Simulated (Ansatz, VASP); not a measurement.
**Ge: VASP beside Ansatz**

```xyz
2
Lattice="0.0000 2.8379 2.8379 2.8379 0.0000 2.8379 2.8379 2.8379 0.0000" Properties=species:S:1:pos:R:3 pbc="T T T"
Ge    2.8379    2.8379    2.8379
Ge    4.2568    4.2568    4.2568
```

Alike in both runs: task single point; functional PBEsol; k mesh 10 × 10 × 10; occupations gaussian, width 0.15 eV; no spin polarisation.

|  | VASP | Ansatz |
| --- | --- | --- |
| version | VASP 6.6.1 | Ansatz 0.2.0 |
| potentials or method | VASP PAW PBE potentials, release 64 (Ge_d), cutoff 520 eV | scalar-relativistic, plane waves, PAW |
| valence electrons in the cell | 28 | 28 |

|  | VASP | Ansatz | Ansatz less VASP |
| --- | --- | --- | --- |
| gap on the k mesh at the Fermi level (eV) | none | none | - |
| pressure (GPa) | -0.1 | 0.0 | +0.09 |

VASP's potentials were made for PBE, not for PBEsol. A gap of «none» marks a metal or a gap that the smearing closes. The functional is the same, so the differences come from potentials, cutoffs and numerics.
